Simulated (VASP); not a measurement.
Here is a VASP 6.6.1 calculation.

Contents of INCAR:

```
PREC     = Accurate       # precision mode
ENCUT    = 520            # plane-wave cutoff, eV
EDIFF    = 1E-6           # SCF threshold, eV
ISMEAR   = -1             # smearing method
SIGMA    = 0.1            # smearing width, eV
LREAL    = False          # projectors in reciprocal space
LASPH    = True           # aspherical terms in the spheres
NELM     = 80             # most SCF steps
ALGO     = Normal         # electronic algorithm
ISIF     = 2              # what is computed and relaxed
LWAVE    = False          # write WAVECAR
LCHARG   = True           # write CHGCAR
GGA      = PE             # functional
LELF     = True           # ELF
LVHAR    = True         
NBANDS   = 22             # bands
```

File KPOINTS:

```
Automatic mesh
0
Gamma
  7 7 4
```

POSCAR

```
Bi
1.0
    3.5711235033      0.0000000000      0.0000000000
   -1.7855617516      3.0926836739      0.0000000000
    0.0000000000      0.0000000000      5.7578079001
Bi
2
Direct
    0.3333333333      0.6666666667      0.2500000000
    0.6666666667      0.3333333333      0.7500000000
```

Potentials or basis: VASP PAW PBE potentials, release 64 (Bi_d).

Run with:

```bash
$ cat potpaw_PBE.64/Bi_d/POTCAR > POTCAR
$ mpirun -np 1 vasp_std > vasp.out
```

Question: Predict the band gap on the k mesh.

Answer: Zero (band 15 reaches 11.60 eV, above the bottom of band 16 at 5.57 eV).

Question: Predict the pressure.

Answer: -0.1 GPa.

Caveat: spin-orbit coupling is left out, which moves the levels of the heavy elements.
